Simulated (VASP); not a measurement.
Al:

```
CELL_PARAMETERS angstrom
4.01556 0.00000 0.00000
0.00000 -4.01556 0.00000
0.00000 0.00000 -4.01556
ATOMIC_POSITIONS crystal
Al 0.05738 0.62193 0.53826
Al 0.48087 0.95936 0.48725
Al 0.48087 0.45936 0.98725
Al 0.98087 0.95936 0.98725
```

This cell differs from its parent crystal: atom 1 moved 0.75 Å.

* Program: VASP 6.6.1
* Task: relaxation of cell and atoms
* Functional: PBEsol
* Potentials or basis: VASP PAW PBE potentials, release 64 (Al)
* Cutoff: 600 eV
* k mesh: 8 × 8 × 8
* Occupations: gaussian, width 0.15 eV
* Spin: no spin polarisation

At the start: pressure 12.4 GPa; volume 16.19 Å³/atom.

Q: How do energy, volume and symmetry change on relaxing?

A: Over 16 steps the energy falls by 447.8 meV/atom and the volume is 16.27 Å³/atom (+0.5 %); space group Fm-3m (No. 225, to 0.05 Å).

Step by step:
```csv
step,energy change (eV),largest force (eV/Å),pressure (GPa),volume (Å³)
1,0.0000,6.0633,12.42,64.75
2,-1.1772,0.6586,-7.60,77.12
3,-1.2717,1.1902,-4.78,73.40
4,-1.4896,1.1036,-1.91,68.90
5,-1.5892,0.8475,3.37,63.82
6,-1.7093,0.6300,2.21,63.87
7,-1.7246,0.6407,1.97,63.88
8,-1.7259,0.6377,1.98,63.88
9,-1.7670,0.3060,-1.17,66.12
10,-1.7674,0.2772,-1.44,66.35
11,-1.7843,0.1483,-0.35,65.35
12,-1.7859,0.1822,0.12,64.96
13,-1.7890,0.1187,0.09,64.96
14,-1.7912,0.0150,0.06,64.96
15,-1.7913,0.0154,0.06,64.96
16,-1.7914,0.0080,-0.07,65.06
```

Final structure:
```xyz
4
Lattice="4.0210 -0.0022 -0.0002 -0.0013 -4.0227 0.0004 0.0005 -0.0012 -4.0225" Properties=species:S:1:pos:R:3 pbc="T T T"
Al    4.0194   -2.0146   -2.0107
Al    2.0093   -0.0019   -2.0120
Al    2.0112   -2.0115   -0.0009
Al    0.0017   -0.0012   -4.0216
```

Caveat: the cell differs from its parent crystal (atom 1 moved 0.75 Å); the PAW data sets were made with another functional, which shifts forces and pressure a little.
